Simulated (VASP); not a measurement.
S: single point with PBE

Crystal: S.

```
S
1.0
     1.87765    0.00000    0.00000
     0.00000    1.87765    0.00000
     0.00000    0.00000    1.87765
S
1
Direct
  0.00000 0.00000 0.00000
```

| Property | Result |
| --- | --- |
| Program | VASP 6.6.1 |
| Task | single point |
| Functional | PBE |
| Potentials or basis | VASP PAW PBE potentials, release 64 (S) |
| Cutoff | 520 eV |
| k mesh | 19 × 19 × 19 |
| Occupations | fermi-dirac, width 0.05 eV |
| Spin | no spin polarisation |

```
Pressure               : 380.0 GPa
Band gap on the k mesh : zero (band 3 reaches 33.80 eV, above the bottom of band 4 at 19.61 eV)
```

Levels at points of the mesh, in eV from the Fermi level:
| k point | band 1 | band 2 | band 3 | band 4 | band 5 | band 6 |
| --- | --- | --- | --- | --- | --- | --- |
| (0.00, 0.00, 0.00) | -30.81 | 3.32 | 3.32 | 5.96 | 5.96 | 5.96 |

Run time: 8.4 s on 1 thread of Intel(R) Xeon(R) Platinum 8259CL CPU @ 2.50GHz (Skylake/Cascade Lake) (shared host), peak memory 0.11 GiB.
